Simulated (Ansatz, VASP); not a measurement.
## One calculation of TlGe, two programs

The input INCAR:

```
PREC     = Accurate       # precision mode
ENCUT    = 600            # plane-wave cutoff, eV
EDIFF    = 1E-7           # SCF threshold, eV
ISMEAR   = 0              # smearing method
SIGMA    = 0.1            # smearing width, eV
LREAL    = False          # projectors in reciprocal space
LASPH    = True           # aspherical terms in the spheres
NELM     = 60             # most SCF steps
ALGO     = Normal         # electronic algorithm
ISIF     = 3              # what is computed and relaxed
LWAVE    = False          # write WAVECAR
LCHARG   = False          # write CHGCAR
GGA      = PE             # functional
IBRION   = 2              # ionic algorithm
NSW      = 90             # ionic steps
EDIFFG   = -0.04          # ionic threshold
```

File KPOINTS:

```
regular mesh
0
Gamma
  6 6 2
```

The input POSCAR:

```
TlGe
1.0
    3.7277655400      0.0000000000      0.0000000000
    0.0000000000      3.7277655400      0.0000000000
    0.0000000000      0.0000000000      7.8992791392
Tl Ge
2 2
Direct
    0.0000000000      0.5000000000      0.3448827686
    0.5000000000      0.0000000000      0.6551172314
    0.0000000000      0.0000000000      0.0000000000
    0.5000000000      0.5000000000      0.0000000000
```

Input for Ansatz:

```yaml
crystal:
  lattice:
    - [3.72776554, 0.0, 0.0]
    - [0.0, 3.72776554, 0.0]
    - [0.0, 0.0, 7.8992791392]
  atoms:
    - { symbol: Tl, position: [0.0, 0.5, 0.3448827686] }
    - { symbol: Tl, position: [0.5, 0.0, 0.6551172314] }
    - { symbol: Ge, position: [0.0, 0.0, 0.0] }
    - { symbol: Ge, position: [0.5, 0.5, 0.0] }
basis:
  ecutwfc: 420
kpoints:
  mp_grid: { grid: [6, 6, 2] }
hamiltonian:
  xc: pbe
scf:
  occupations: { method: gaussian, width: 0.1 }
  lower_state_search: "off"
output:
  forces: true
  stress: true
  eigenvalues: true
relax:
  adjacent_minimum: "off"
  f_tol: 0.04
  max_steps: 70
  cell: { stress_tol: 0.4 }
```

Alike in both runs: task relaxation of cell and atoms; functional PBE; k mesh 6 × 6 × 2; occupations gaussian, width 0.1 eV; no spin polarisation.

|  | VASP | Ansatz |
| --- | --- | --- |
| version | VASP 6.6.1 | Ansatz 0.2.0 |
| potentials or method | VASP PAW PBE potentials, release 64 (Tl_d, Ge_d), cutoff 600 eV | scalar-relativistic, plane waves, PAW |
| valence electrons in the cell | 54 | 54 |

VASP gave:

- gap on the k mesh at the Fermi level, each at its own relaxed structure (eV): none
- relaxed volume (Å³/atom): 28.26
- relaxed length of the cell vector where the two differ most in proportion (Å): 8.094

Question: Estimate Ansatz's values.

Answer: gap on the k mesh at the Fermi level, each at its own relaxed structure (eV): none; relaxed volume (Å³/atom): 28.57; relaxed length of the cell vector where the two differ most in proportion (Å): 8.194.

A gap of «none» marks a metal or a gap that the smearing closes.

The k mesh is coarse, so the values compare programs but aren't converged. Neither program's run includes spin-orbit coupling.
